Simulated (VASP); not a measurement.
# Os in VASP: notebook

Os is run at these levels: PBEsol; tasks: single point.

Everything below comes from runs of VASP 6.6.1. Logs are shortened: lines on timing, memory, paths and dates and some standing lists are left out, and cuts for length are marked.

## Step 1: The cell of the first run

The cell holds a slab with vacuum, 5 atoms: a = 2.734 Å, b = 2.734 Å, c = 28.639 Å, α = 90.00°, β = 90.00°, γ = 120.00°.

## Step 2: Single point, PBEsol

File INCAR:

```
PREC = Accurate
ENCUT = 520
EDIFF = 1E-7
ISMEAR = 0
SIGMA = 0.1
LREAL = False
LASPH = True
NELM = 60
ALGO = Normal
ISIF = 2
LWAVE = False
LCHARG = False
LDIPOL = True
IDIPOL = 3
DIPOL = 0.5 0.5 0.500
GGA = PS
NBANDS = 28
```

File KPOINTS:

```
Automatic mesh
0
Gamma
  12 12 1
```

File POSCAR:

```
Os
1.0
    2.7340999805      0.0000000000      0.0000000000
   -1.3670499902      2.3678000396      0.0000000000
    0.0000000000      0.0000000000     28.6393998385
Os
5
Direct
    0.3333333333      0.6666666667      0.3491693281
    0.6666666667      0.3333333333      0.4245846594
    0.3333333333      0.6666666667      0.4999004374
    0.6666666667      0.3333333333      0.5758563468
    0.3333333333      0.6666666667      0.6481299252
```

Potentials or basis: VASP PAW PBE potentials, release 64 (Os).

The run is started by

```sh
$ cat potpaw_PBE.64/Os/POTCAR > POTCAR
$ mpirun -np 1 vasp_std > vasp.out
```

OUTCAR:

```text
PREC = Accurate
   ENCUT = 520
   EDIFF = 1E-7
   ISMEAR = 0
   LREAL = False
   LASPH = True
   NELM = 60
   ISIF = 2
   GGA = PS

 ion  position               nearest neighbor table
   1  0.333  0.667  0.349-   2 2.68   2 2.68   2 2.68
   2  0.667  0.333  0.425-   3 2.67   3 2.67   3 2.67   1 2.68   1 2.68   1 2.68
   3  0.333  0.667  0.500-   2 2.67   2 2.67   2 2.67   4 2.69   4 2.69   4 2.69
   4  0.667  0.333  0.576-   5 2.60   5 2.60   5 2.60   3 2.69   3 2.69   3 2.69
   5  0.333  0.667  0.648-   4 2.60   4 2.60   4 2.60

  LATTYP: Found a hexagonal cell.
 ALAT       =     2.7340999805
 C/A-ratio  =    10.4748912047

  Lattice vectors:

 A1 = (   2.7340999805,   0.0000000000,   0.0000000000)
 A2 = (  -1.3670499902,   2.3678000396,   0.0000000000)
 A3 = (   0.0000000000,   0.0000000000,  28.6393998385)

Analysis of symmetry for initial positions (statically):
=====================================================================
 Subroutine PRICEL returns:
 Original cell was already a primitive cell.

 Routine SETGRP: Setting up the symmetry group for a
 hexagonal supercell.

 Subroutine GETGRP returns: Found  6 space group operations
 (whereof  6 operations were pure point group operations)
 out of a pool of 24 trial point group operations.

The static configuration has the point symmetry C_3v.

Analysis of symmetry for dynamics (positions and initial velocities):
=====================================================================
 Subroutine PRICEL returns:
 Original cell was already a primitive cell.

 Routine SETGRP: Setting up the symmetry group for a
 hexagonal supercell.

 Subroutine GETGRP returns: Found  6 space group operations
 (whereof  6 operations were pure point group operations)
 out of a pool of 24 trial point group operations.

The dynamic configuration has the point symmetry C_3v.

 Subroutine INISYM returns: Found  6 space group operations
 (whereof  6 operations are pure point group operations),
 and found     1 'primitive' translations

----------------------------------------------------------------------------------------

                                     Primitive cell

  volume of cell :     185.4058

  direct lattice vectors                    reciprocal lattice vectors
     2.734099980  0.000000000  0.000000000     0.365751072  0.211166480  0.000000000
    -1.367049990  2.367800040  0.000000000     0.000000000  0.422332960  0.000000000
     0.000000000  0.000000000 28.639399839     0.000000000  0.000000000  0.034916933

  length of vectors
     2.734099980  2.734099980 28.639399839     0.422332960  0.422332960  0.034916933

  position of ions in fractional coordinates (direct lattice)
     0.333333333  0.666666667  0.349169328
     0.666666667  0.333333333  0.424584659
     0.333333333  0.666666667  0.499900437
     0.666666667  0.333333333  0.575856347
     0.333333333  0.666666667  0.648129925

  ion indices of the primitive-cell ions
   primitive index   ion index
                 1           1
                 2           2
                 3           3
                 4           4
                 5           5

----------------------------------------------------------------------------------------

 KPOINTS: Automatic mesh

Automatic generation of k-mesh.
 Grid dimensions read from file:
 generate k-points for:   12   12    1

 Generating k-lattice:

  Cartesian coordinates                     Fractional coordinates (reciprocal lattice)
     0.030479256  0.017597207  0.000000000     0.083333333  0.000000000  0.000000000
     0.000000000  0.035194413  0.000000000     0.000000000  0.083333333  0.000000000
     0.000000000  0.000000000  0.034916933     0.000000000  0.000000000  1.000000000

  Length of vectors
     0.035194413  0.035194413  0.034916933

  Shift w.r.t. Gamma in fractional coordinates (k-lattice)
     0.000000000  0.000000000  0.000000000

 Subroutine IBZKPT returns following result:
 ===========================================

 Found     19 irreducible k-points:

 Following reciprocal coordinates:
            Coordinates               Weight
  0.000000  0.000000  0.000000      1.000000
  0.083333 -0.000000  0.000000      6.000000
  0.166667 -0.000000  0.000000      6.000000
  0.250000 -0.000000  0.000000      6.000000
  0.333333 -0.000000  0.000000      6.000000
  0.416667  0.000000  0.000000      6.000000
[... 11 lines left out ...]
  0.333333  0.250000  0.000000     12.000000
  0.333333  0.333333  0.000000      2.000000
   k-points           NKPTS =     19   k-points in BZ     NKDIM =     19   number of bands    NBANDS=     28
   number of dos      NEDOS =    301   number of ions     NIONS =      5
   total plane-waves  NPLWV =  86400
   dimension x,y,z NGX =    20 NGY =   20 NGZ =  216
   dimension x,y,z NGXF=    40 NGYF=   40 NGZF=  432
   ions per type =               5
   NGX,Y,Z   is equivalent  to a cutoff of  12.16, 12.16, 12.54 a.u.
   NGXF,Y,Z  is equivalent  to a cutoff of  24.32, 24.32, 25.08 a.u.
 SYSTEM =  unknown system
   PREC   = accura    normal or accurate (medium, high low for compatibility)
   ISTART =      0    job   : 0-new  1-cont  2-samecut
   ICHARG =      2    charge: 1-file 2-atom 10-const
   ISPIN  =      1    spin polarized calculation?
   LNONCOLLINEAR =      F non collinear calculations
   LSORBIT =      F    spin-orbit coupling
   LASPH  =      T    aspherical Exc in radial PAW
   ENCUT  =  520.0 eV  38.22 Ry    6.18 a.u.   5.08  5.08 53.25*2*pi/ulx,y,z
   NELM   =     60;   NELMIN=  2; NELMDL= -5     # of ELM steps
   EDIFF  = 0.1E-06   stopping-criterion for ELM
   LREAL  =      F    real-space projection
   EDIFFG = 0.1E-05   stopping-criterion for IOM
   NSW    =      0    number of steps for IOM
   IBRION =     -1    ionic relax: 0-MD 1-quasi-New 2-CG
   NFREE  =      0    steps in history (QN), initial steepest desc. (CG)
   ISIF   =      2    stress and relaxation
   ISYM   =      2    0-nonsym 1-usesym 2-fastsym
   POTIM  = 0.5000    time-step for ionic-motion
   TEBEG  =    0.0;   TEEND  =   0.0 temperature during run
   PSTRESS=    0.0 pullay stress
   NELECT =      40.0000    total number of electrons
   NUPDOWN=      -1.0000    fix difference up-down
   EMIN   =  10.00;   EMAX   =-10.00  energy-range for DOS
   EFERMI =   0.00;   METHOD = LEGACY
   ISMEAR =     0;   SIGMA  =   0.10  broadening in eV -4-tet -1-fermi 0-gaus
   EFERMI_NEDOS =   21; number of points for ismear=-14 and -15
   IALGO  =     38    algorithm
   IMIX   =      4    mixing-type and parameters
     AMIX     =   0.40;   BMIX     =  1.00
     AMIX_MAG =   1.60;   BMIX_MAG =  1.00
  volume/ion in A,a.u.               =      37.08       250.24
  Fermi-wavevector in a.u.,A,eV,Ry     =   0.981869  1.855464 13.116935  0.964067
  Thomas-Fermi vector in A             =   2.112909
   LORBIT       =      0    0 simple, 1 ext, 2 COOP (PROOUT), +10 PAW based schemes
   GGA     = PS    functional components
   LHFCALC =     F    Hartree Fock is set to
   AEXX    =    0.0000 exact exchange contribution
   IVDW    =     0    specifies the selected vdW correction
   LEPSILON=     F    determine dielectric tensor
   LRPA    =     F    only Hartree local field effects (RPA)
 non-spin polarized calculation
 Gauss-broadening in eV      SIGMA  =   0.10
  energy-cutoff  :      520.00
  volume of cell :      185.41
 maximum number of plane-waves:      5031
   NGX = 11   NGY = 11   NGZ =107

 dipolmoment           0.000000      0.000000      0.016644 electrons x Angstroem

 number of electron      39.9999998 magnetization

 dipolmoment           0.000000      0.000000     -0.003074 electrons x Angstroem

 Free energy of the ion-electron system (eV)
  ---------------------------------------------------
  ext. energy  EPLUGINS =         0.00000000
  ---------------------------------------------------
  free energy    TOTEN  =       -58.39343121 eV

  energy without entropy =      -58.36558181  energy(sigma->0) =      -58.37950651

 E-fermi :   0.1332     XC(G=0):  -6.0658

 val. band max:        0.1250726044   @ k =   0.2500   0.1667   0.0000
 cond. band min:       0.1367473971   @ k =   0.4167   0.0000   0.0000
 fundamental gap:      0.0116747927
 Fermi energy:         0.1331961462

 k-point     1 :       0.0000    0.0000    0.0000
  band No.  band energies     occupation
      1     -10.5454      2.00000
      2      -9.4166      2.00000
      3      -8.0709      2.00000
      4      -7.5566      2.00000
      5      -7.3646      2.00000
      6      -3.2804      2.00000
[... 20 lines left out ...]
     27       1.1336      0.00000
     28       1.7617      0.00000

 k-point     2 :       0.0833   -0.0000    0.0000
  band No.  band energies     occupation
      1     -10.2706      2.00000
      2      -9.1525      2.00000
      3      -7.8035      2.00000
      4      -7.2968      2.00000
      5      -7.0893      2.00000
      6      -3.6811      2.00000
[... 20 lines left out ...]
     27       1.3479      0.00000
     28       1.7947      0.00000

 k-point     3 :       0.1667   -0.0000    0.0000
  band No.  band energies     occupation
      1      -9.5094      2.00000
      2      -8.4502      2.00000
      3      -7.1254      2.00000
      4      -6.6561      2.00000
      5      -6.3801      2.00000
      6      -4.3515      2.00000
[... 20 lines left out ...]
     27       1.8457      0.00000
     28       1.8803      0.00000

 k-point     4 :       0.2500   -0.0000    0.0000
  band No.  band energies     occupation
      1      -8.4885      2.00000
      2      -7.6496      2.00000
      3      -6.5739      2.00000
      4      -6.2204      2.00000
      5      -5.8045      2.00000
      6      -5.0232      2.00000
[... 423 lines left out ...]
     27       4.5742      0.00000
     28       5.0094      0.00000

 k-point    18 :       0.3333    0.2500    0.0000
  band No.  band energies     occupation
      1      -6.3657      2.00000
      2      -6.2096      2.00000
      3      -5.7955      2.00000
      4      -5.5677      2.00000
      5      -5.3660      2.00000
      6      -5.0375      2.00000
[... 20 lines left out ...]
     27       6.0039      0.00000
     28       6.3257      0.00000

 k-point    19 :       0.3333    0.3333    0.0000
  band No.  band energies     occupation
      1      -6.2397      2.00000
      2      -5.6528      2.00000
      3      -5.6493      2.00000
      4      -5.4837      2.00000
      5      -5.3645      2.00000
      6      -4.8995      2.00000
[... 20 lines left out ...]
     27       5.8753      0.00000
     28       6.5907      0.00000

------------------------ aborting loop because EDIFF is reached ----------------------------------------

 vacuum level on the upper side and lower side of the slab       (xc-potential included)        -0.191        -0.106

  FORCE on cell =-STRESS in cart. coord.  units (eV):
  Direction    XX          YY          ZZ          XY          YZ          ZX
  --------------------------------------------------------------------------------------
  -------------------------------------------------------------------------------------
  Total       -6.0660250     -6.0660250     -2.4446442     -0.0000000     -0.0000000      0.0000000
  in kB      -52.4193281    -52.4193281    -21.1253014     -0.0000000     -0.0000000      0.0000000
  external PRESSURE =     -41.9879859 kB  Pullay stress =       0.0000000 kB

 VOLUME and BASIS-vectors are now :
 -----------------------------------------------------------------------------
  energy-cutoff  :      520.00
  volume of cell :      185.41
      direct lattice vectors                 reciprocal lattice vectors
     2.734099980  0.000000000  0.000000000     0.365751072  0.211166480  0.000000000
    -1.367049990  2.367800040  0.000000000     0.000000000  0.422332960  0.000000000
     0.000000000  0.000000000 28.639399839     0.000000000  0.000000000  0.034916933

 POSITION                                       TOTAL-FORCE (eV/Angst)
 -----------------------------------------------------------------------------------
     -0.00000      1.57853     10.00000        -0.000000     -0.000000      1.160722
      1.36705      0.78927     12.15985        -0.000000      0.000000     -1.181453
     -0.00000      1.57853     14.31685         0.000000     -0.000000     -0.005464
      1.36705      0.78927     16.49218         0.000000     -0.000000      0.017720
     -0.00000      1.57853     18.56205        -0.000000     -0.000000      0.008474
 -----------------------------------------------------------------------------------
    total drift:                                0.000000      0.000000      0.000025

  FREE ENERGIE OF THE ION-ELECTRON SYSTEM (eV)
  ---------------------------------------------------
  free  energy   TOTEN  =       -58.3934312109 eV

  energy  without entropy=      -58.3655818054  energy(sigma->0) =      -58.37950651

 vacuum level on the upper side and lower side of the slab         5.424         5.510
```

Wall time 3.6 min (1 thread of AMD EPYC 7R13 (Zen 3), shared host); peak memory 0.27 GiB.

Results:

- Free energy: -58.3934 eV
- Largest force: 1.181 eV/Å
- Band gap on the k mesh: zero (bands 20 and 21 overlap by 3.28 eV)

Forces on the atoms (eV/Å):
```
Os   0.000  0.000  1.161
Os   0.000  0.000 -1.181
Os   0.000  0.000 -0.005
Os   0.000  0.000  0.018
Os   0.000  0.000  0.008
```

Levels at points of the mesh, in eV from the Fermi level:
```tsv
k point	band 17	band 18	band 19	band 20	band 21	band 22
(0.00, 0.00, 0.00)	-2.23	-2.15	-2.15	-1.04	-1.04	-0.33
(0.50, 0.00, 0.00)	0.52	0.74	0.89	2.03	2.07	2.11
```

Caveat: the PAW data sets were made with another functional, which shifts forces and pressure a little; spin-orbit coupling is left out, which moves the levels of the heavy elements.

## Step 3: Single point, PBEsol

File INCAR:

```
ALGO = Normal
DIPOL = 0.5 0.5 0.500
EDIFF = 1E-6
ENCUT = 520
GGA = PS
IDIPOL = 3
ISIF = 2
ISMEAR = 0
LASPH = T
LCHARG = F
LDIPOL = T
LREAL = F
LWAVE = F
NBANDS = 28
NELM = 100
PREC = Accurate
SIGMA = 0.1
```

File KPOINTS:

```
k-points
0
Gamma
  24 24 1
```

File POSCAR:

```
Os
1.0
    2.7340999800      0.0000000000      0.0000000000
   -1.3670499900      2.3678000400      0.0000000000
    0.0000000000      0.0000000000     28.6393998385
Os
5
Direct
    0.3333333333      0.6666666665      0.3491693281
    0.6666666667      0.3333333333      0.4245846594
    0.3333333333      0.6666666665      0.4999004374
    0.6666666667      0.3333333333      0.5758563468
    0.3333333333      0.6666666665      0.6481299252
```

Potentials or basis: VASP PAW PBE potentials, release 64 (Os).

The run is started by

```sh
$ cat potpaw_PBE.64/Os/POTCAR > POTCAR
$ mpirun -np 1 vasp_std > vasp.out
```

It took 8.4 min on 1 thread of AMD EPYC 7R13 (Zen 3), shared host; peak memory 0.39 GiB.

It converged, with:

- Free energy: -58.4092 eV
- Largest force: 1.117 eV/Å
- Band gap on the k mesh: zero (bands 20 and 21 overlap by 3.32 eV)

Forces in eV/Å, atoms in the order of the input:
```
Os   0.000  0.000  1.117
Os   0.000  0.000 -1.090
Os   0.000  0.000  0.005
Os   0.000  0.000 -0.079
Os   0.000  0.000  0.046
```

Levels at points of the mesh, in eV from the Fermi level:
| k point | band 15 | band 16 | band 17 | band 18 | band 19 | band 20 | band 21 | band 22 | band 23 | band 24 |
| --- | --- | --- | --- | --- | --- | --- | --- | --- | --- | --- |
| (0.00, 0.00, 0.00) | -2.52 | -2.52 | -2.25 | -2.18 | -2.18 | -1.05 | -1.05 | -0.38 | -0.07 | -0.07 |
| (0.50, 0.00, 0.00) | -1.37 | -0.82 | 0.48 | 0.71 | 0.87 | 2.04 | 2.05 | 2.10 | 2.26 | 2.46 |

Caveat: the PAW data sets were made with another functional, which shifts forces and pressure a little; spin-orbit coupling is left out, which moves the levels of the heavy elements.
